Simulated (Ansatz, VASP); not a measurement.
**One calculation of MnSi, two programs**

Contents of INCAR:

```
SYSTEM = MnSi
PREC = Accurate
ENCUT = 520
EDIFF = 1E-8
ISMEAR = -1
SIGMA = 0.05
LREAL = .False.
LASPH = .True.
NELM = 150
ALGO = Normal
ISIF = 2
LWAVE = .False.
LCHARG = .False.
ISPIN = 2
MAGMOM = 4 0
LORBIT = 11
LMAXMIX = 4
GGA = PE
LEFG = .True.
NBANDS = 20
```

File KPOINTS:

```
regular mesh
0
Gamma
  15 15 15
  0 0 0
```

File POSCAR:

```
MnSi
1.0
    0.0000000000      2.4346995812      2.3982705414
    2.4346995812      0.0000000000      2.3982705414
    2.4346995812      2.4346995812      0.0000000000
Mn Si
1 1
Direct
    0.0000000000      0.0000000000      0.0000000000
    0.5000000000      0.5000000000      0.5000000000
```

Input for Ansatz:

```yaml
crystal:
  lattice:
    - [0.0, 2.4346995812, 2.3982705414]
    - [2.4346995812, 0.0, 2.3982705414]
    - [2.4346995812, 2.4346995812, 0.0]
  atoms:
    - { symbol: Mn, position: [0.0, 0.0, 0.0], spin: 4.0 }
    - { symbol: Si, position: [0.5, 0.5, 0.5] }
magnetization:
  spin_polarized: true
kpoints:
  mp_grid: { grid: [15, 15, 15] }
scf:
  occupations: { method: fermi_dirac, width: 0.05 }
hamiltonian:
  xc: pbe
  pseudopotentials: { kind: paw }
output:
  forces: true
  stress: true
  eigenvalues: true
  efg: { contact_densities: true }
  write_density: true
  write_potential: true
  elf: true
  volumetric_format: npy
```

Change from the starting cell: z stretched by -1 % at fixed volume, PAW files.

Alike in both runs: task electric field gradients; functional PBE; k mesh 15 × 15 × 15; occupations fermi-dirac, width 0.05 eV; collinear spin.

|  | VASP | Ansatz |
| --- | --- | --- |
| version | VASP 6.6.1 | Ansatz 0.2.0 |
| potentials or method | VASP PAW PBE potentials, release 64 (Mn_pv, Si) | PAW with Ansatz's default frozen-core files, scalar-relativistic |
| plane-wave cutoff (eV) | 520 | 420 |
| valence electrons in the cell | 17 | 19 |

Ansatz gave:

| Property | Result |
| --- | --- |
| pressure (GPa) | 0.1 |
| traceless stress, the component that is largest in VASP (GPa) | 1.74 |
| net moment per atom (μB) | 1.24 |
| size of the moment on the site where the two differ most (μB) | 2.47 |
| size of Vzz on the site where it differs most (V/Å²) | 5.5 |

Question: Estimate VASP's values.

Answer: Pressure (GPa): 0.1; traceless stress, the component that is largest in VASP (GPa): 1.74; net moment per atom (μB): 1.24; size of the moment on the site where the two differ most (μB): 2.58; size of Vzz on the site where it differs most (V/Å²): 5.7.

Site moments also hang on the region over which each program counts them. VASP's potentials hold 17 valence electrons a cell and Ansatz's 19, so a difference there can come from the potentials and not from the codes.
